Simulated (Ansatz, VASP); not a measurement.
Two plane-wave programs on GaP

```
Ga P
1.0
     0.00000    2.74858    2.74858
     2.74858    0.00000    2.74858
     2.74858    2.74858    0.00000
Ga P
1 1
Cartesian
  0.0000 0.0000 0.0000
  4.1229 4.1229 4.1229
```

Alike in both runs: task single point; functional LDA; k mesh 8 × 8 × 8; occupations gaussian, width 0.02 eV; no spin polarisation.

|  | VASP | Ansatz |
| --- | --- | --- |
| version | VASP 6.6.1 | Ansatz 0.2.0 |
| potentials or method | VASP PAW LDA potentials, release 64 (Ga_d, P), cutoff 500 eV | scalar-relativistic, plane waves, PAW |
| valence electrons in the cell | 18 | 18 |

|  | VASP | Ansatz | Ansatz less VASP |
| --- | --- | --- | --- |
| gap on the k mesh at the Fermi level (eV) | 1.43 | 1.40 | -0.028 |
| least direct gap on the mesh (eV) | 1.43 | 1.40 | -0.028 |
| pressure (GPa) | -4.6 | -4.6 | -0.05 |

Ansatz warns that its potentials were made for another functional, while VASP's fit it. LDA's correlation is that of Perdew and Zunger in VASP and of Perdew and Wang (1992) in Ansatz.
